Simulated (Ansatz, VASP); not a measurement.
One calculation of BN, two programs

```
B N
1.0
     2.50245    0.00000    0.00000
    -1.25123    2.16719    0.00000
     0.00000    0.00000    4.21254
B N
2 2
Direct
  0.33333 0.66667 0.00008
  0.66667 0.33333 0.50008
  0.33333 0.66667 0.37392
  0.66667 0.33333 0.87392
```

Change from the starting cell: strained cell.

Alike in both runs: functional PBEsol; k mesh 9 × 9 × 6; occupations gaussian, width 0.02 eV; no spin polarisation.

Ansatz relaxed the structure, and its values are those at the end. VASP's run is a single point on that final structure, the one shown.

```csv
,VASP,Ansatz
version,VASP 6.6.1,Ansatz 0.2.0
potentials or method,"VASP PAW PBE potentials, release 64 (B, N), cutoff 520 eV","scalar-relativistic, plane waves, PAW"
valence electrons in the cell,16,16
```

|  | VASP | Ansatz | Ansatz less VASP |
| --- | --- | --- | --- |
| gap on the k mesh at the Fermi level (eV) | 4.79 | 4.80 | +0.013 |
| least direct gap on the mesh (eV) | 8.15 | 8.15 | 0.000 |
| pressure (GPa) | 12.3 | 11.4 | -0.92 |
| rms of the force components (eV/Å) | 0.006 | 0.000 | -0.0058 |

VASP's potentials were made for PBE, not for PBEsol, and Ansatz warns of the same on its side. Ansatz's warnings: stress scf threshold loose.
